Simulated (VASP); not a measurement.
# BiF (Pbcm) in VASP: single point with r2SCAN

Aim: the single point of BiF with r2SCAN.

All numbers are computed with VASP 6.6.1; they aren't measurements. Logs are shortened: lines on timing, memory, paths and dates and some standing lists are left out, and cuts for length are marked.

## 1. The cell of the first run

Symmetry: Pbcm, No. 57, orthorhombic system. Conventional cell: a = 5.978 Å, b = 5.230 Å, c = 4.908 Å, α = 90.00°, β = 90.00°, γ = 90.00°. Bi (site symmetry m) has 4 F at 2.41 to 2.86 Å within 3.2 Å. F (site symmetry m) has 4 Bi at 2.41 to 2.86 Å and 6 F at 2.78 to 3.03 Å within 3.2 Å.

## 2. Single point, r2SCAN

POSCAR reads:

```
BiF
1.0
    5.9782468515      0.0000000000      0.0000000000
    0.0000000000      5.2298852389      0.0000000000
    0.0000000000      0.0000000000      4.9082362148
Bi F
4 4
Direct
    0.2960202349      0.0447885297      0.2500000000
    0.7039797651      0.9552114703      0.7500000000
    0.2960202349      0.4552114703      0.7500000000
    0.7039797651      0.5447885297      0.2500000000
    0.8983230540      0.1247490127      0.2500000000
    0.1016769460      0.8752509873      0.7500000000
    0.8983230540      0.3752509873      0.7500000000
    0.1016769460      0.6247490127      0.2500000000
```

INCAR.step1 reads:

```
SYSTEM = BiF
ALGO = Normal ; EDIFF = 1E-4
ENCUT = 520 ; GGA = PE
ISMEAR = -1 ; LASPH = .TRUE.
LCHARG = .FALSE. ; LREAL = .FALSE.
LWAVE = .TRUE. ; NBANDS = 54
NELM = 100 ; PREC = Accurate
SIGMA = 0.0211
```

INCAR.step2 reads:

```
SYSTEM = BiF
ALGO = Normal ; EDIFF = 1E-6
ENCUT = 520 ; ISIF = 2
ISMEAR = -1 ; ISTART = 1
LASPH = .TRUE. ; LCHARG = .FALSE.
LMIXTAU = .TRUE. ; LREAL = .FALSE.
LWAVE = .FALSE. ; METAGGA = R2SCAN
NBANDS = 54 ; NELM = 100
PREC = Accurate ; SIGMA = 0.0211
```

KPOINTS reads:

```
k-points
0
G
  3 3 4
  0 0 0
```

Potentials or basis: VASP PAW PBE potentials, release 64 (Bi_d, F).

Command:

```bash
> cat potpaw_PBE.64/Bi_d/POTCAR potpaw_PBE.64/F/POTCAR > POTCAR
> cp INCAR.step1 INCAR
> mpirun -np 1 vasp_std > vasp.out
> cp INCAR.step2 INCAR
> mpirun -np 1 vasp_std > vasp.out
```

OUTCAR:

```text
SYSTEM = BiF
   EDIFF = 1E-6
   ENCUT = 520
   ISIF = 2
   ISMEAR = -1
   ISTART = 1
   LASPH = .TRUE.
   LREAL = .FALSE.
   METAGGA = R2SCAN
   NELM = 100
   PREC = Accurate

 ion  position               nearest neighbor table
   1  0.296  0.045  0.250-   5 2.41   8 2.49   6 2.86   6 2.86   3 3.26   3 3.26   2 3.49   2 3.49
                             4 3.58   4 3.58
   2  0.704  0.955  0.750-   6 2.41   7 2.49   5 2.86   5 2.86   4 3.26   4 3.26   1 3.49   1 3.49
                             3 3.58   3 3.58
   3  0.296  0.455  0.750-   7 2.41   6 2.49   8 2.86   8 2.86   1 3.26   1 3.26   4 3.49   4 3.49
                             2 3.58   2 3.58
   4  0.704  0.545  0.250-   8 2.41   5 2.49   7 2.86   7 2.86   2 3.26   2 3.26   3 3.49   3 3.49
                             1 3.58   1 3.58
   5  0.898  0.125  0.250-   1 2.41   4 2.49   2 2.86   2 2.86
   6  0.102  0.875  0.750-   2 2.41   3 2.49   1 2.86   1 2.86
   7  0.898  0.375  0.750-   3 2.41   2 2.49   4 2.86   4 2.86
   8  0.102  0.625  0.250-   4 2.41   1 2.49   3 2.86   3 2.86

  LATTYP: Found a simple orthorhombic cell.
 ALAT       =     4.9082362148
 B/A-ratio  =     1.0655325070
 C/A-ratio  =     1.2180030850

  Lattice vectors:

 A1 = (   0.0000000000,   0.0000000000,  -4.9082362148)
 A2 = (   0.0000000000,   5.2298852389,   0.0000000000)
 A3 = (   5.9782468515,   0.0000000000,   0.0000000000)

Analysis of symmetry for initial positions (statically):
=====================================================================
 Subroutine PRICEL returns:
 Original cell was already a primitive cell.

 Routine SETGRP: Setting up the symmetry group for a
 simple orthorhombic supercell.

 Subroutine GETGRP returns: Found  8 space group operations
 (whereof  2 operations were pure point group operations)
 out of a pool of  8 trial point group operations.

The static configuration has the point symmetry S_2 .
 The point group associated with its full space group is D_2h.

Analysis of symmetry for dynamics (positions and initial velocities):
=====================================================================
 Subroutine PRICEL returns:
 Original cell was already a primitive cell.

 Routine SETGRP: Setting up the symmetry group for a
 simple orthorhombic supercell.

 Subroutine GETGRP returns: Found  8 space group operations
 (whereof  2 operations were pure point group operations)
 out of a pool of  8 trial point group operations.

The dynamic configuration has the point symmetry S_2 .
 The point group associated with its full space group is D_2h.

 Subroutine INISYM returns: Found  8 space group operations
 (whereof  2 operations are pure point group operations),
 and found     1 'primitive' translations

----------------------------------------------------------------------------------------

                                     Primitive cell

  volume of cell :     153.4587

  direct lattice vectors                    reciprocal lattice vectors
     5.978246851  0.000000000  0.000000000     0.167273120  0.000000000  0.000000000
     0.000000000  5.229885239  0.000000000     0.000000000  0.191208785  0.000000000
     0.000000000  0.000000000  4.908236215     0.000000000  0.000000000  0.203739176

  length of vectors
     5.978246851  5.229885239  4.908236215     0.167273120  0.191208785  0.203739176

  position of ions in fractional coordinates (direct lattice)
     0.296020235  0.044788530  0.250000000
     0.703979765  0.955211470  0.750000000
     0.296020235  0.455211470  0.750000000
     0.703979765  0.544788530  0.250000000
     0.898323054  0.124749013  0.250000000
     0.101676946  0.875250987  0.750000000
     0.898323054  0.375250987  0.750000000
     0.101676946  0.624749013  0.250000000

  ion indices of the primitive-cell ions
   primitive index   ion index
                 1           1
                 2           2
                 3           3
                 4           4
                 5           5
                 6           6
                 7           7
                 8           8

----------------------------------------------------------------------------------------

 KPOINTS: k-points

Automatic generation of k-mesh.
 Grid dimensions read from file:
 generate k-points for:    3    3    4

 Generating k-lattice:

  Cartesian coordinates                     Fractional coordinates (reciprocal lattice)
     0.055757707  0.000000000  0.000000000     0.333333333  0.000000000  0.000000000
     0.000000000  0.063736262  0.000000000     0.000000000  0.333333333  0.000000000
     0.000000000  0.000000000  0.050934794     0.000000000  0.000000000  0.250000000

  Length of vectors
     0.055757707  0.063736262  0.050934794

  Shift w.r.t. Gamma in fractional coordinates (k-lattice)
     0.000000000  0.000000000  0.000000000

 Subroutine IBZKPT returns following result:
 ===========================================

 Found     12 irreducible k-points:

 Following reciprocal coordinates:
            Coordinates               Weight
  0.000000  0.000000  0.000000      1.000000
  0.333333  0.000000  0.000000      2.000000
  0.000000  0.333333  0.000000      2.000000
  0.333333  0.333333  0.000000      4.000000
  0.000000  0.000000  0.250000      2.000000
  0.333333  0.000000  0.250000      4.000000
  0.000000  0.333333  0.250000      4.000000
  0.333333  0.333333  0.250000      8.000000
  0.000000  0.000000  0.500000      1.000000
  0.333333  0.000000  0.500000      2.000000
  0.000000  0.333333  0.500000      2.000000
  0.333333  0.333333  0.500000      4.000000
   k-points           NKPTS =     12   k-points in BZ     NKDIM =     12   number of bands    NBANDS=     54
   number of dos      NEDOS =    301   number of ions     NIONS =      8
   total plane-waves  NPLWV =  76800
   dimension x,y,z NGX =    48 NGY =   40 NGZ =   40
   dimension x,y,z NGXF=    96 NGYF=   80 NGZF=   80
   ions per type =               4   4
   NGX,Y,Z   is equivalent  to a cutoff of  13.35, 12.72, 13.55 a.u.
   NGXF,Y,Z  is equivalent  to a cutoff of  26.70, 25.43, 27.10 a.u.
 SYSTEM =  BiF
   PREC   = accura    normal or accurate (medium, high low for compatibility)
   ISTART =      1    job   : 0-new  1-cont  2-samecut
   ICHARG =      0    charge: 1-file 2-atom 10-const
   ISPIN  =      1    spin polarized calculation?
   LNONCOLLINEAR =      F non collinear calculations
   LSORBIT =      F    spin-orbit coupling
   LASPH  =      T    aspherical Exc in radial PAW
   ENCUT  =  520.0 eV  38.22 Ry    6.18 a.u.  11.12  9.72  9.13*2*pi/ulx,y,z
   NELM   =    100;   NELMIN=  2; NELMDL=  0     # of ELM steps
   EDIFF  = 0.1E-05   stopping-criterion for ELM
   LREAL  =      F    real-space projection
   EDIFFG = 0.1E-04   stopping-criterion for IOM
   NSW    =      0    number of steps for IOM
   IBRION =     -1    ionic relax: 0-MD 1-quasi-New 2-CG
   NFREE  =      0    steps in history (QN), initial steepest desc. (CG)
   ISIF   =      2    stress and relaxation
   ISYM   =      2    0-nonsym 1-usesym 2-fastsym
   POTIM  = 0.5000    time-step for ionic-motion
   TEBEG  =    0.0;   TEEND  =   0.0 temperature during run
   PSTRESS=    0.0 pullay stress
   NELECT =      88.0000    total number of electrons
   NUPDOWN=      -1.0000    fix difference up-down
   EMIN   =  10.00;   EMAX   =-10.00  energy-range for DOS
   EFERMI =   0.00;   METHOD = LEGACY
   ISMEAR =    -1;   SIGMA  =   0.02  broadening in eV -4-tet -1-fermi 0-gaus
   EFERMI_NEDOS =   21; number of points for ismear=-14 and -15
   IALGO  =     38    algorithm
   IMIX   =      4    mixing-type and parameters
     AMIX     =   0.40;   BMIX     =  1.00
     AMIX_MAG =   1.60;   BMIX_MAG =  1.00
  volume/ion in A,a.u.               =      19.18       129.45
  Fermi-wavevector in a.u.,A,eV,Ry     =   1.360103  2.570223 25.169160  1.849881
  Thomas-Fermi vector in A             =   2.486794
   LORBIT       =      0    0 simple, 1 ext, 2 COOP (PROOUT), +10 PAW based schemes
   METAGGA = R2SCAN    functional components
   LHFCALC =     F    Hartree Fock is set to
   AEXX    =    0.0000 exact exchange contribution
   IVDW    =     0    specifies the selected vdW correction
   LEPSILON=     F    determine dielectric tensor
   LRPA    =     F    only Hartree local field effects (RPA)
 non-spin polarized calculation
  energy-cutoff  :      520.00
  volume of cell :      153.46
 maximum number of plane-waves:      4155
 NGX is ok and might be reduce to    48
   NGX = 23   NGY = 19   NGZ = 19

 number of electron      87.9999971 magnetization

 Free energy of the ion-electron system (eV)
  ---------------------------------------------------
  ext. energy  EPLUGINS =         0.00000000
  ---------------------------------------------------
  free energy    TOTEN  =      -257.20814960 eV

  energy without entropy =     -257.20489894  energy(sigma->0) =     -257.20652427

 E-fermi :   6.7275     XC(G=0): -11.1461

 val. band max:        6.4707546030   @ k =   0.0000   0.0000   0.5000
 cond. band min:       6.7275380209   @ k =   0.0000   0.3333   0.2500
 fundamental gap:      0.2567834179
 Fermi energy:         6.7275377039

 k-point     1 :       0.0000    0.0000    0.0000
  band No.  band energies     occupation
      1     -18.3396      2.00000
      2     -18.2017      2.00000
      3     -18.0811      2.00000
      4     -18.0722      2.00000
      5     -17.3533      2.00000
      6     -17.3357      2.00000
[... 46 lines left out ...]
     53      13.6474      0.00000
     54      14.1884      0.00000

 k-point     2 :       0.3333    0.0000    0.0000
  band No.  band energies     occupation
      1     -18.3284      2.00000
      2     -18.1828      2.00000
      3     -18.0594      2.00000
      4     -18.0477      2.00000
      5     -17.3526      2.00000
      6     -17.3165      2.00000
[... 46 lines left out ...]
     53      13.6494      0.00000
     54      14.5114      0.00000
[... 511 lines left out ...]
     53      15.6521      0.00000
     54      15.6521      0.00000

 k-point    12 :       0.3333    0.3333    0.5000
  band No.  band energies     occupation
      1     -18.1679      2.00000
      2     -18.1679      2.00000
      3     -18.1278      2.00000
      4     -18.1278      2.00000
      5     -17.2929      2.00000
      6     -17.2929      2.00000
[... 46 lines left out ...]
     53      15.6437      0.00000
     54      15.6437      0.00000

------------------------ aborting loop because EDIFF is reached ----------------------------------------

  FORCE on cell =-STRESS in cart. coord.  units (eV):
  Direction    XX          YY          ZZ          XY          YZ          ZX
  --------------------------------------------------------------------------------------
  -------------------------------------------------------------------------------------
  Total        0.0708950     -0.0462587     -0.1668607      0.0000000      0.0000000      0.0000000
  in kB        0.7401750     -0.4829614     -1.7421006      0.0000000      0.0000000      0.0000000
  external PRESSURE =      -0.4949623 kB  Pullay stress =       0.0000000 kB

 VOLUME and BASIS-vectors are now :
 -----------------------------------------------------------------------------
  energy-cutoff  :      520.00
  volume of cell :      153.46
      direct lattice vectors                 reciprocal lattice vectors
     5.978246851  0.000000000  0.000000000     0.167273120  0.000000000  0.000000000
     0.000000000  5.229885239  0.000000000     0.000000000  0.191208785  0.000000000
     0.000000000  0.000000000  4.908236215     0.000000000  0.000000000  0.203739176

 POSITION                                       TOTAL-FORCE (eV/Angst)
 -----------------------------------------------------------------------------------
      1.76968      0.23424      1.22706         0.033404      0.008515     -0.000000
      4.20856      4.99565      3.68118        -0.033404     -0.008515      0.000000
      1.76968      2.38070      3.68118         0.033404     -0.008515      0.000000
      4.20856      2.84918      1.22706        -0.033404      0.008515      0.000000
      5.37040      0.65242      1.22706        -0.019604     -0.009055      0.000000
      0.60785      4.57746      3.68118         0.019604      0.009055      0.000000
      5.37040      1.96252      3.68118        -0.019604      0.009055     -0.000000
      0.60785      3.26737      1.22706         0.019604     -0.009055      0.000000
 -----------------------------------------------------------------------------------
    total drift:                                0.000000     -0.000000     -0.000000

  FREE ENERGIE OF THE ION-ELECTRON SYSTEM (eV)
  ---------------------------------------------------
  free  energy   TOTEN  =      -257.2081496025 eV

  energy  without entropy=     -257.2048989409  energy(sigma->0) =     -257.20652427
```

Wall time 13 min (1 thread of AMD EPYC 7R13, shared host); peak memory 0.29 GiB.

What came out:

```
Free energy            : -257.2081 eV
Pressure               : 0.0 GPa
Largest force          : 0.034 eV/Å
Band gap on the k mesh : zero (band 44 reaches 6.97 eV, above the bottom of band 45 at 6.33 eV)
```

Forces in eV/Å, atoms in the order of the input:
```
Bi   0.033  0.009  0.000
Bi  -0.033 -0.009  0.000
Bi   0.033 -0.009  0.000
Bi  -0.033  0.009  0.000
F   -0.020 -0.009  0.000
F    0.020  0.009  0.000
F   -0.020  0.009  0.000
F    0.020 -0.009  0.000
```

Caveat: the k points lie up to 0.40 Å⁻¹ apart; the PAW data sets were made with another functional, which shifts forces and pressure a little; spin-orbit coupling is left out, which moves the levels of the heavy elements.
